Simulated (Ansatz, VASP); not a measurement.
## Two plane-wave programs on Na3TeF

The input INCAR:

```
SYSTEM = Na3TeF
PREC = Accurate ; ENCUT = 600
EDIFF = 1E-7 ; ISMEAR = 0
SIGMA = 0.02 ; LREAL = .FALSE.
LASPH = .TRUE. ; NELM = 100
ALGO = Normal ; ISIF = 3
LWAVE = .FALSE. ; LCHARG = .FALSE.
GGA = PE ; IBRION = 2
NSW = 100 ; EDIFFG = -0.01
```

Contents of KPOINTS:

```
Automatic mesh
0
G
  6 6 6
  0 0 0
```

POSCAR

```
Na3TeF
1.0
    4.7646271600      0.0000000000      0.0000000000
    0.0000000000      4.7646271600      0.0000000000
    0.0000000000      0.0000000000      4.7646271600
Na Te F
3 1 1
Direct
    0.5000000000      0.0000000000      0.0000000000
    0.0000000000      0.5000000000      0.0000000000
    0.0000000000      0.0000000000      0.5000000000
    0.5000000000      0.5000000000      0.5000000000
    0.0000000000      0.0000000000      0.0000000000
```

Input for Ansatz:

```yaml
crystal:
  lattice:
    - [4.76462716, 0.0, 0.0]
    - [0.0, 4.76462716, 0.0]
    - [0.0, 0.0, 4.76462716]
  atoms:
    - { symbol: Na, position: [0.5, 0.0, 0.0] }
    - { symbol: Na, position: [0.0, 0.5, 0.0] }
    - { symbol: Na, position: [0.0, 0.0, 0.5] }
    - { symbol: Te, position: [0.5, 0.5, 0.5] }
    - { symbol: F, position: [0.0, 0.0, 0.0] }
basis:
  ecutwfc: 420
kpoints:
  mp_grid: { grid: [6, 6, 6] }
hamiltonian:
  xc: pbe
scf:
  occupations: { method: gaussian, width: 0.02 }
output:
  forces: true
  stress: true
  eigenvalues: true
  write_density: true
  write_potential: true
  elf: true
  volumetric_format: npy
relax:
  adjacent_minimum: "off"
  f_tol: 0.01
  max_steps: 80
  cell: { stress_tol: 0.05 }
```

Alike in both runs: task relaxation of cell and atoms; functional PBE; k mesh 6 × 6 × 6; occupations gaussian, width 0.02 eV; no spin polarisation.

|  | VASP | Ansatz |
| --- | --- | --- |
| version | VASP 6.6.1 | Ansatz 0.2.0 |
| potentials or method | VASP PAW PBE potentials, release 64 (Na_pv, Te, F), cutoff 600 eV | scalar-relativistic, plane waves, PAW |
| valence electrons in the cell | 34 | 50 |

Ansatz gave:

* gap on the k mesh at the Fermi level, each at its own relaxed structure (eV): 2.10
* relaxed volume (Å³/atom): 21.20
* relaxed length of the cell vector where the two differ most in proportion (Å): 4.733

Question: Estimate VASP's values.

Answer: gap on the k mesh at the Fermi level, each at its own relaxed structure (eV): 2.10; relaxed volume (Å³/atom): 21.18; relaxed length of the cell vector where the two differ most in proportion (Å): 4.731.

VASP's potentials hold 34 valence electrons a cell and Ansatz's 50, so a difference there can come from the potentials and not from the codes.

Spin-orbit coupling is off throughout.
